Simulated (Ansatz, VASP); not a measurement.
# One calculation of HfZr3S8, two programs

File POSCAR:

```
HfZr3S8
1.0
    6.7693397356     -3.6775713881      0.0004030644
    6.7693397356      3.6775713881      0.0004030644
    0.0002867230      0.0000000000      6.3674152285
Zr Hf S
3 1 8
Direct
    0.7503725577      0.2496274423      0.0000000000
    0.2496274423      0.7503725577      0.0000000000
    0.5000000000      0.5000000000      0.5000000000
    0.0000000000      0.0000000000      0.5000000000
    0.3929129323      0.3929129323      0.1663103035
    0.6448958081      0.1413299013      0.6655240798
    0.8930885297      0.8930885297      0.1693087428
    0.1413299013      0.6448958081      0.6655240798
    0.1069114703      0.1069114703      0.8306912572
    0.3551041919      0.8586700987      0.3344759202
    0.6070870677      0.6070870677      0.8336896965
    0.8586700987      0.3551041919      0.3344759202
```

INCAR.step1

```
  ALGO = Normal
  EDIFF = 1E-4
  ENCUT = 520
  GGA = PE
  ISMEAR = 0
  LASPH = True
  LCHARG = False
  LREAL = False
  LWAVE = True
  NBANDS = 59
  NELM = 60
  PREC = Accurate
  SIGMA = 0.02
```

INCAR.step2

```
  ALGO = Normal
  EDIFF = 1E-6
  ENCUT = 520
  ISIF = 2
  ISMEAR = 0
  ISTART = 1
  LASPH = True
  LCHARG = False
  LMIXTAU = True
  LREAL = False
  LWAVE = False
  METAGGA = R2SCAN
  NBANDS = 59
  NELM = 60
  PREC = Accurate
  SIGMA = 0.02
```

The input KPOINTS:

```
k-points
0
Gamma
  4 4 4
```

Input for Ansatz:

```yaml
crystal:
  lattice:
    - [6.7693397356, -3.6775713881, 0.0004030644]
    - [6.7693397356, 3.6775713881, 0.0004030644]
    - [0.000286723, 0.0, 6.3674152285]
  atoms:
    - { symbol: Zr, position: [0.7503725577, 0.2496274423, 0.0] }
    - { symbol: Zr, position: [0.2496274423, 0.7503725577, 0.0] }
    - { symbol: Zr, position: [0.5, 0.5, 0.5] }
    - { symbol: Hf, position: [0.0, 0.0, 0.5] }
    - { symbol: S, position: [0.3929129323, 0.3929129323, 0.1663103035] }
    - { symbol: S, position: [0.6448958081, 0.1413299013, 0.6655240798] }
    - { symbol: S, position: [0.8930885297, 0.8930885297, 0.1693087428] }
    - { symbol: S, position: [0.1413299013, 0.6448958081, 0.6655240798] }
    - { symbol: S, position: [0.1069114703, 0.1069114703, 0.8306912572] }
    - { symbol: S, position: [0.3551041919, 0.8586700987, 0.3344759202] }
    - { symbol: S, position: [0.6070870677, 0.6070870677, 0.8336896965] }
    - { symbol: S, position: [0.8586700987, 0.3551041919, 0.3344759202] }
basis:
  ecutwfc: 500
kpoints:
  mp_grid: { grid: [4, 4, 4] }
  band_path:
    path:
      - [[0.0, 0.0, 0.0], [0.32378526, -0.32378526, 0.0]]
      - [[0.67621474, 0.32378526, 0.0], [0.5, 0.5, 0.0], [0.0, 0.0, 0.0], [0.5, 0.5, 0.5], [0.67623115, 0.32376885, 0.5]]
      - [[0.32376885, -0.32376885, 0.5], [0.0, 0.0, 0.5], [0.0, 0.0, 0.0]]
      - [[0.5, 0.0, 0.5], [0.0, 0.0, 0.0], [0.5, 0.0, 0.0]]
    npoints: 10
hamiltonian:
  xc: r2scan
scf:
  occupations: { method: gaussian, width: 0.02 }
  n_extra_bands: 30
output:
  forces: true
  stress: true
  eigenvalues: true
  populations: true
  dos: { projected: true, de: 0.02, nscf_kmesh: { grid: [6, 6, 6] } }
  bader: false
  write_density: true
  write_potential: true
  elf: true
  volumetric_format: npy
```

Alike in both runs: task single point; functional r2SCAN; k mesh 4 × 4 × 4; occupations gaussian, width 0.02 eV; no spin polarisation.

|  | VASP | Ansatz |
| --- | --- | --- |
| version | VASP 6.6.1 | Ansatz 0.2.0 |
| potentials or method | VASP PAW PBE potentials, release 64 (Zr_sv, Hf_pv, S), cutoff 520 eV | scalar-relativistic, plane waves, PAW |
| valence electrons in the cell | 94 | 110 |

|  | VASP | Ansatz | Ansatz less VASP |
| --- | --- | --- | --- |
| gap on the k mesh at the Fermi level (eV) | 1.47 | 1.46 | -0.003 |
| least direct gap on the mesh (eV) | 1.50 | 1.50 | -0.004 |
| pressure (GPa) | -0.7 | -0.6 | +0.19 |
| traceless stress, the component that is largest in VASP (GPa) | -0.52 | -0.56 | -0.038 |
| rms of the force components (eV/Å) | 0.067 | 0.051 | -0.0165 |

VASP's potentials were made for PBE, not for r2SCAN. Atom by atom the forces differ by 0.022 eV/Å (rms over components). VASP's potentials hold 94 valence electrons a cell and Ansatz's 110, so a difference there can come from the potentials and not from the codes.

Spin-orbit coupling is off throughout.
